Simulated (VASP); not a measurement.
The system is PrBe3Si.

```
Pr Be Si
1.0
    -1.86999    1.86999    4.62337
     1.86999   -1.86999    4.62337
     1.86999    1.86999   -4.62337
Pr Be Si
1 3 1
Direct
  0.00000 0.00000 0.00000
  0.61847 0.61847 0.00000
  0.38153 0.38153 0.00000
  0.75000 0.25000 0.50000
  0.25000 0.75000 0.50000
```

The cell was generated, and may not be a known phase.

| Item | Value |
| --- | --- |
| Program | VASP 6.6.1 |
| Task | relaxation of cell and atoms |
| Functional | PBE |
| Potentials or basis | VASP PAW PBE potentials, release 64 (Pr_3, Be, Si), 4f in core |
| Cutoff | 600 eV |
| k mesh | 6 × 6 × 6 |
| Occupations | gaussian, width 0.2 eV |
| Spin | no spin polarisation |

At the start: pressure 14.8 GPa; volume 12.93 Å³/atom.

Problem. Where does the relaxation end?

Solution. Over 6 steps the energy falls by 76.8 meV/atom and the volume is 14.58 Å³/atom (+12.8 %); space group I-4m2 (No. 119, to 0.1 Å) before and after.

The path:
| step | energy change (eV) | largest force (eV/Å) | pressure (GPa) | volume (Å³) |
| --- | --- | --- | --- | --- |
| 1 | 0.0000 | 0.1344 | 14.78 | 64.67 |
| 2 | -0.3212 | 0.0982 | -4.31 | 76.48 |
| 3 | -0.3661 | 0.0965 | -0.24 | 73.05 |
| 4 | -0.3661 | 0.0964 | -0.47 | 73.23 |
| 5 | -0.3775 | 0.0522 | -0.38 | 73.11 |
| 6 | -0.3840 | 0.0061 | -0.21 | 72.92 |

Final structure:
```xyz
5
Lattice="-1.9139 1.9139 4.9765 1.9139 -1.9139 4.9765 1.9139 1.9139 -4.9765" Properties=species:S:1:pos:R:3 pbc="T T T"
Pr    1.9139    1.9139    4.9765
Be    0.0000    0.0000    6.1724
Be    0.0000    0.0000    3.7806
Be    0.0000    1.9139    2.4883
Si    1.9139    0.0000    2.4883
```
